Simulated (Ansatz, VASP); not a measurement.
One calculation of Cr, two programs

```
Cr
1.0
     2.97316    0.00000    0.00000
    -1.48658    2.57483    0.00000
     0.00000    0.00000    4.03942
Cr
2
Direct
  0.33333 0.66667 0.25000
  0.66667 0.33333 0.75000
```

Alike in both runs: task single point; functional r2SCAN; k mesh 14 × 14 × 9; occupations fermi-dirac, width 0.05 eV; collinear spin.

|  | VASP | Ansatz |
| --- | --- | --- |
| version | VASP 6.6.1 | Ansatz 0.2.0 |
| potentials or method | VASP PAW PBE potentials, release 64 (Cr_pv), cutoff 520 eV | plane waves (500 eV) with PAW, scalar-relativistic |
| valence electrons in the cell | 24 | 28 |

|  | VASP | Ansatz | Ansatz less VASP |
| --- | --- | --- | --- |
| pressure (GPa) | -2.3 | -2.4 | -0.15 |
| traceless stress, the component that is largest in VASP (GPa) | -0.53 | -0.72 | -0.192 |
| net moment per atom (μB) | 0.00 | 0.00 | 0.000 |
| size of the moment on the site where the two differ most (μB) | 3.34 | 3.23 | -0.119 |

VASP's potentials were made for PBE, not for r2SCAN. Site moments also hang on the region over which each program counts them. VASP's potentials hold 24 valence electrons a cell and Ansatz's 28, so a difference there can come from the potentials and not from the codes. Ansatz's warnings: stability check not made.
